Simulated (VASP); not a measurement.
Write the native input for VASP 6.6.1 that does the following.

```
Task                   : single point
Functional             : LDA
Potentials or basis    : VASP PAW LDA potentials, release 64 (Ga_d, Sb)
Cutoff                 : 520 eV
k mesh                 : 18 × 18 × 18
Occupations            : gaussian, width 0.15 eV
Spin                   : no spin polarisation
Dipole correction      : no
Further INCAR settings : ALGO = Normal; EDIFF = 1e-07; NBANDS = 16
```

The structure of GaSb lies in POSCAR:

```
GaSb
1.0
   -1.4932608092      2.5043532339      2.8028005002
    1.4932608092     -2.5043532339      2.8028005002
    1.4932608092      2.5043532339     -2.8028005002
Ga Sb
1 1
Direct
    0.0000000000      0.0000000000      0.0000000000
    0.5000000000      0.5000000000      0.0000000000
```

These files were run (other wordings do the same):

INCAR

```
SYSTEM = GaSb
PREC = Accurate
ENCUT = 520
EDIFF = 1E-7
ISMEAR = 0
SIGMA = 0.15
LREAL = .False.
LASPH = .True.
NELM = 100
ALGO = Normal
ISIF = 2
LWAVE = .False.
LCHARG = .False.
GGA = CA
NBANDS = 16
```

KPOINTS

```
Automatic mesh
0
Gamma
  18 18 18
  0 0 0
```

Potentials or basis: VASP PAW LDA potentials, release 64 (Ga_d, Sb).

Launch:

```console
$ cat potpaw_LDA.64/Ga_d/POTCAR potpaw_LDA.64/Sb/POTCAR > POTCAR
$ mpirun -np 1 vasp_std > vasp.out
```

Results of the run:

* Pressure: 4.6 GPa
* Band gap on the k mesh: zero (bands 9 and 10 overlap by 6.10 eV)

Caveat: the cell stands under pressure; spin-orbit coupling is left out, which moves the levels of the heavy elements.

Run time: 12 min on 1 thread of Intel Xeon 8259CL (shared host), peak memory 0.66 GiB.
